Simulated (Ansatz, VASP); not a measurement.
**V in VASP and in Ansatz**

The input INCAR:

```
SYSTEM = V
PREC = Accurate
ENCUT = 600
EDIFF = 1E-6
ISMEAR = 0
SIGMA = 0.1
LREAL = .False.
LASPH = .True.
NELM = 80
ALGO = Fast
ISIF = 3
LWAVE = .False.
LCHARG = .False.
GGA = PE
IBRION = 2
NSW = 90
EDIFFG = -0.04
```

Contents of KPOINTS:

```
regular mesh
0
Gamma
  6 6 4
  0 0 0
```

The input POSCAR:

```
V
1.0
    3.4748408809      0.0000000000      0.0000000000
    0.0000000000      3.4748408809      0.0000000000
    0.0000000000      0.0000000000      6.3124084081
V
5
Direct
    0.5000000000      0.0000000000      0.3058835602
    0.0000000000      0.5000000000      0.6941164398
    0.0000000000      0.5000000000      0.3058835602
    0.5000000000      0.0000000000      0.6941164398
    0.0000000000      0.0000000000      0.0000000000
```

Input for Ansatz:

```yaml
crystal:
  lattice:
    - [3.4748408809, 0.0, 0.0]
    - [0.0, 3.4748408809, 0.0]
    - [0.0, 0.0, 6.3124084081]
  atoms:
    - { symbol: V, position: [0.5, 0.0, 0.3058835602] }
    - { symbol: V, position: [0.0, 0.5, 0.6941164398] }
    - { symbol: V, position: [0.0, 0.5, 0.3058835602] }
    - { symbol: V, position: [0.5, 0.0, 0.6941164398] }
    - { symbol: V, position: [0.0, 0.0, 0.0] }
basis:
  ecutwfc: 420
kpoints:
  mp_grid: { grid: [6, 6, 4] }
hamiltonian:
  xc: pbe
scf:
  occupations: { method: gaussian, width: 0.1 }
  lower_state_search: "off"
output:
  forces: true
  stress: true
  eigenvalues: true
relax:
  adjacent_minimum: "off"
  f_tol: 0.04
  max_steps: 70
  cell: { stress_tol: 0.4 }
```

Alike in both runs: task relaxation of cell and atoms; functional PBE; k mesh 6 × 6 × 4; occupations gaussian, width 0.1 eV; no spin polarisation.

|  | VASP | Ansatz |
| --- | --- | --- |
| version | VASP 6.6.1 | Ansatz 0.2.0 |
| potentials or method | VASP PAW PBE potentials, release 64 (V_sv), cutoff 600 eV | scalar-relativistic, plane waves, PAW |
| valence electrons in the cell | 65 | 65 |

```tsv
	VASP	Ansatz	Ansatz less VASP
gap on the k mesh at the Fermi level, each at its own relaxed structure (eV)	none	none	-
relaxed volume (Å³/atom)	15.27	15.25	-0.016
relaxed cell length with the largest relative difference (Å)	6.364	6.341	-0.0223
```

A gap of «none» marks a metal or a gap that the smearing closes.
